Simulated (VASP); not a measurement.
# HfC (R-3m) in VASP: further runs, part 2 of 2

VASP 6.6.1.

### 3 Electric field gradients, PBE (equal xy, yz and zx shear strains of +1 %)

The input, INCAR:

```
SYSTEM = HfC
ALGO = Normal ; EDIFF = 1E-8
ENCUT = 520 ; GGA = PE
ISIF = 2 ; ISMEAR = -1
LASPH = .TRUE. ; LCHARG = .FALSE.
LEFG = .TRUE. ; LREAL = .FALSE.
LWAVE = .FALSE. ; NBANDS = 14
NELM = 80 ; PREC = Accurate
SIGMA = 0.05
```

The input, KPOINTS:

```
k-points
0
G
  15 15 15
  0 0 0
```

The input, POSCAR:

```
HfC
1.0
    0.0232500000      2.3366250000      2.3366250000
    2.3366250000      0.0232500000      2.3366250000
    2.3366250000      2.3366250000      0.0232500000
Hf C
1 1
Direct
    0.5000000000      0.5000000000      0.5000000000
    0.0000000000      0.0000000000      0.0000000000
```

Potentials or basis: VASP PAW PBE potentials, release 64 (Hf_pv, C).

On the command line:

```sh
> cat potpaw_PBE.64/Hf_pv/POTCAR potpaw_PBE.64/C/POTCAR > POTCAR
> mpirun -np 1 vasp_std > vasp.out
```

OUTCAR:

```text
SYSTEM = HfC
   EDIFF = 1E-8
   ENCUT = 520
   GGA = PE
   ISIF = 2
   ISMEAR = -1
   LASPH = .TRUE.
   LREAL = .FALSE.
   NELM = 80
   PREC = Accurate

 ion  position               nearest neighbor table
   1  0.500  0.500  0.500-   2 2.33   2 2.33   2 2.33   2 2.33   2 2.33   2 2.33
   2  0.000  0.000  0.000-   1 2.33   1 2.33   1 2.33   1 2.33   1 2.33   1 2.33

  LATTYP: Found a trigonal (rhomboedric) cell.
 ALAT       =     3.3045685564
 COS(alpha) =     0.5099250056

  Lattice vectors:

 A1 = (   0.0232500000,   2.3366250000,   2.3366250000)
 A2 = (   2.3366250000,   0.0232500000,   2.3366250000)
 A3 = (   2.3366250000,   2.3366250000,   0.0232500000)

Analysis of symmetry for initial positions (statically):
=====================================================================
 Subroutine PRICEL returns:
 Original cell was already a primitive cell.

 Routine SETGRP: Setting up the symmetry group for a
 trigonal (rhombohedral) supercell.

 Subroutine GETGRP returns: Found 12 space group operations
 (whereof 12 operations were pure point group operations)
 out of a pool of 12 trial point group operations.

The static configuration has the point symmetry D_3d.

Analysis of symmetry for dynamics (positions and initial velocities):
=====================================================================
 Subroutine PRICEL returns:
 Original cell was already a primitive cell.

 Routine SETGRP: Setting up the symmetry group for a
 trigonal (rhombohedral) supercell.

 Subroutine GETGRP returns: Found 12 space group operations
 (whereof 12 operations were pure point group operations)
 out of a pool of 12 trial point group operations.

The dynamic configuration has the point symmetry D_3d.

 Subroutine INISYM returns: Found 12 space group operations
[... 167 lines left out ...]
     14      16.9579      0.00000
[... 377 lines left out ...]
      1     -23.8082      2.00000
      2     -23.6799      2.00000
      3     -23.6649      2.00000
      4      -5.4565      2.00000
      5       3.4897      2.00000
      6       5.2845      1.99999
      7       5.4788      1.99974
      8       6.7251      0.00000
      9       9.4009      0.00000
     10       9.7837      0.00000
     11      10.4891      0.00000
     12      12.1997      0.00000
     13      15.4273      0.00000
     14      19.4229      0.00000

 [... further k-points ...]
[... 5 lines left out ...]
  --------------------------------------------------------------------------------------
  -------------------------------------------------------------------------------------
  Total       -0.0668114     -0.0668114     -0.0668114     -0.2666841     -0.2666841     -0.2666841
  in kB       -4.2588721     -4.2588721     -4.2588721    -16.9996991    -16.9996991    -16.9996991
  external PRESSURE =      -4.2588721 kB  Pullay stress =       0.0000000 kB

 VOLUME and BASIS-vectors are now :
 -----------------------------------------------------------------------------
  energy-cutoff  :      520.00
  volume of cell :       25.13
      direct lattice vectors                 reciprocal lattice vectors
     0.023250000  2.336625000  2.336625000    -0.217204408  0.215064463  0.215064463
     2.336625000  0.023250000  2.336625000     0.215064463 -0.217204408  0.215064463
     2.336625000  2.336625000  0.023250000     0.215064463  0.215064463 -0.217204408

 POSITION                                       TOTAL-FORCE (eV/Angst)
 -----------------------------------------------------------------------------------
      2.34825      2.34825      2.34825        -0.000000      0.000000      0.000000
      0.00000      0.00000      0.00000         0.000000     -0.000000     -0.000000
 -----------------------------------------------------------------------------------
    total drift:                                0.000000      0.000000      0.000000

  FREE ENERGIE OF THE ION-ELECTRON SYSTEM (eV)
  ---------------------------------------------------
  free  energy   TOTEN  =       -21.0423298070 eV

  energy  without entropy=      -21.0393796816  energy(sigma->0) =      -21.04085474

 Electric field gradients (V/A^2)
---------------------------------------------------------------------
 ion       V_xx      V_yy      V_zz      V_xy      V_xz      V_yz
---------------------------------------------------------------------
   1       0.000    -0.000     0.000    -1.121    -1.121    -1.121
   2       0.000     0.000    -0.000    -0.175    -0.175    -0.175
---------------------------------------------------------------------

 Electric field gradients after diagonalization (V/A^2)
 (convention: |V_zz| > |V_xx| > |V_yy|)
----------------------------------------------------------------------
 ion       V_xx      V_yy      V_zz     asymmetry (V_yy - V_xx)/ V_zz
----------------------------------------------------------------------
   1       1.121     1.121    -2.241       0.000
   2       0.175     0.175    -0.349       0.000
----------------------------------------------------------------------

           NMR quadrupolar parameters

 Cq : quadrupolar parameter    Cq=e*Q*V_zz/h
 eta: asymmetry parameters     (V_yy - V_xx)/ V_zz
 Q  : nuclear electric quadrupole moment in mb (millibarn)
----------------------------------------------------------------------
 ion       Cq(MHz)       eta       Q (mb)
----------------------------------------------------------------------
   1      -0.005       0.000       1.000
   2      -0.001       0.000       1.000
----------------------------------------------------------------------
```

Run time: 63 s. Hardware: 1 thread of Intel Xeon 6975P-C (Granite Rapids), shared host; peak memory 0.26 GiB.

What came out:

- Free energy: -21.0423 eV
- Pressure: -0.4 GPa
- Band gap on the k mesh: zero (band 7 reaches 6.99 eV, above the bottom of band 8 at 5.58 eV)

Levels at points of the mesh, in eV from the Fermi level:
| k point | band 3 | band 4 | band 5 | band 6 | band 7 | band 8 | band 9 | band 10 | band 11 | band 12 |
| --- | --- | --- | --- | --- | --- | --- | --- | --- | --- | --- |
| (0.00, 0.00, 0.00) | -29.54 | -12.28 | 0.96 | 1.06 | 1.06 | 1.28 | 1.49 | 1.49 | 3.42 | 3.42 |

Electric field gradients, principal values (V/Å²):
| atom | least | middle | greatest (by size) |
| --- | --- | --- | --- |
| 1 Hf | 1.121 | 1.121 | -2.241 |
| 2 C | 0.175 | 0.175 | -0.349 |

Caveat: the cell differs from its parent crystal (equal xy, yz and zx shear strains of +1 %); without QUAD_EFG the Cq values of the log hold for a quadrupole moment of 1 mb, not for the nuclei; spin-orbit coupling is left out, which moves the levels of the heavy elements.

### 4 Electric field gradients, PBE (equal xy, yz and zx shear strains of +3 %)

The input, INCAR:

```
PREC     = Accurate       # precision mode
ENCUT    = 520            # plane-wave cutoff, eV
EDIFF    = 1E-8           # SCF threshold, eV
ISMEAR   = -1             # smearing method
SIGMA    = 0.05           # smearing width, eV
LREAL    = False          # projectors in reciprocal space
LASPH    = True           # aspherical terms in the spheres
NELM     = 80             # most SCF steps
ALGO     = Normal         # electronic algorithm
ISIF     = 2              # what is computed and relaxed
LWAVE    = False          # write WAVECAR
LCHARG   = False          # write CHGCAR
GGA      = PE             # functional
LEFG     = True         
NBANDS   = 14             # bands
```

The input, KPOINTS:

```
Automatic mesh
0
Gamma
  15 15 15
```

The input, POSCAR:

```
HfC
1.0
    0.0697500000      2.3598750000      2.3598750000
    2.3598750000      0.0697500000      2.3598750000
    2.3598750000      2.3598750000      0.0697500000
Hf C
1 1
Direct
    0.5000000000      0.5000000000      0.5000000000
    0.0000000000      0.0000000000      0.0000000000
```

Potentials or basis: VASP PAW PBE potentials, release 64 (Hf_pv, C).

On the command line:

```sh
> cat potpaw_PBE.64/Hf_pv/POTCAR potpaw_PBE.64/C/POTCAR > POTCAR
> mpirun -np 1 vasp_std > vasp.out
```

OUTCAR:

```text
PREC = Accurate
   ENCUT = 520
   EDIFF = 1E-8
   ISMEAR = -1
   LREAL = False
   LASPH = True
   NELM = 80
   ISIF = 2
   GGA = PE

 ion  position               nearest neighbor table
   1  0.500  0.500  0.500-   2 2.33   2 2.33   2 2.33   2 2.33   2 2.33   2 2.33
   2  0.000  0.000  0.000-   1 2.33   1 2.33   1 2.33   1 2.33   1 2.33   1 2.33

  LATTYP: Found a trigonal (rhomboedric) cell.
 ALAT       =     3.3380960282
 COS(alpha) =     0.5293254421

  Lattice vectors:

 A1 = (   0.0697500000,   2.3598750000,   2.3598750000)
 A2 = (   2.3598750000,   0.0697500000,   2.3598750000)
[... 621 lines left out ...]
  free  energy   TOTEN  =       -21.0099036594 eV

  energy  without entropy=      -21.0076435441  energy(sigma->0) =      -21.00877360

 Electric field gradients (V/A^2)
---------------------------------------------------------------------
 ion       V_xx      V_yy      V_zz      V_xy      V_xz      V_yz
---------------------------------------------------------------------
   1      -0.000    -0.000     0.000    -2.044    -2.044    -2.044
   2      -0.000    -0.000     0.000    -0.277    -0.277    -0.277
---------------------------------------------------------------------

 Electric field gradients after diagonalization (V/A^2)
 (convention: |V_zz| > |V_xx| > |V_yy|)
----------------------------------------------------------------------
 ion       V_xx      V_yy      V_zz     asymmetry (V_yy - V_xx)/ V_zz
----------------------------------------------------------------------
   1       2.044     2.044    -4.087       0.000
   2       0.277     0.277    -0.554       0.000
----------------------------------------------------------------------

           NMR quadrupolar parameters

 Cq : quadrupolar parameter    Cq=e*Q*V_zz/h
 eta: asymmetry parameters     (V_yy - V_xx)/ V_zz
 Q  : nuclear electric quadrupole moment in mb (millibarn)
----------------------------------------------------------------------
 ion       Cq(MHz)       eta       Q (mb)
----------------------------------------------------------------------
   1      -0.010       0.000       1.000
   2      -0.001       0.000       1.000
----------------------------------------------------------------------
```

OSZICAR:

```text
N       E                     dE             d eps       ncg     rms          rms(c)
DAV:   1     0.235715529546E+02    0.23572E+02   -0.77632E+03  9648   0.982E+02
DAV:   2    -0.226149080484E+02   -0.46186E+02   -0.43265E+02 12406   0.202E+02
DAV:   3    -0.241779830177E+02   -0.15631E+01   -0.15577E+01 11650   0.269E+01
DAV:   4    -0.241849785070E+02   -0.69955E-02   -0.69950E-02 11234   0.222E+00
DAV:   5    -0.241850222487E+02   -0.43742E-04   -0.43741E-04 11744   0.159E-01    0.568E+01
DAV:   6    -0.210816298077E+02    0.31034E+01   -0.12076E+01 10538   0.182E+01    0.410E+01
DAV:   7    -0.210257771515E+02    0.55853E-01   -0.56848E-01 12158   0.524E+00    0.247E+01
DAV:   8    -0.210163719470E+02    0.94052E-02   -0.71333E-02 11606   0.216E+00    0.627E+00
DAV:   9    -0.210101647502E+02    0.62072E-02   -0.21834E-02 11252   0.880E-01    0.208E+00
DAV:  10    -0.210099072900E+02    0.25746E-03   -0.13436E-03 11874   0.271E-01    0.549E-02
DAV:  11    -0.210099042179E+02    0.30720E-05   -0.72618E-05 11426   0.712E-02    0.247E-02
DAV:  12    -0.210099039440E+02    0.27394E-06   -0.24894E-06 12234   0.138E-02    0.129E-02
DAV:  13    -0.210099036924E+02    0.25162E-06   -0.19123E-07 11338   0.324E-03    0.216E-03
DAV:  14    -0.210099036530E+02    0.39336E-07   -0.91861E-09  9346   0.806E-04    0.491E-04
DAV:  15    -0.210099036594E+02   -0.63806E-08   -0.16350E-09  6916   0.353E-04
   1 F= -.21009904E+02 E0= -.21008774E+02  d E =-.226012E-02
```

It took 62 s on 1 thread of Intel Xeon 6975P-C (Granite Rapids), shared host; peak memory 0.26 GiB.

What came out:

* Free energy: -21.0099 eV
* Pressure: -0.3 GPa
* Band gap on the k mesh: zero (band 7 reaches 7.07 eV, above the bottom of band 8 at 5.68 eV)

Electric field gradients, principal values (V/Å²):
```tsv
atom	least	middle	greatest (by size)
1 Hf	2.044	2.044	-4.087
2 C	0.277	0.277	-0.554
```

Caveat: the cell differs from its parent crystal (equal xy, yz and zx shear strains of +3 %); without QUAD_EFG the Cq values of the log hold for a quadrupole moment of 1 mb, not for the nuclei; spin-orbit coupling is left out, which moves the levels of the heavy elements.
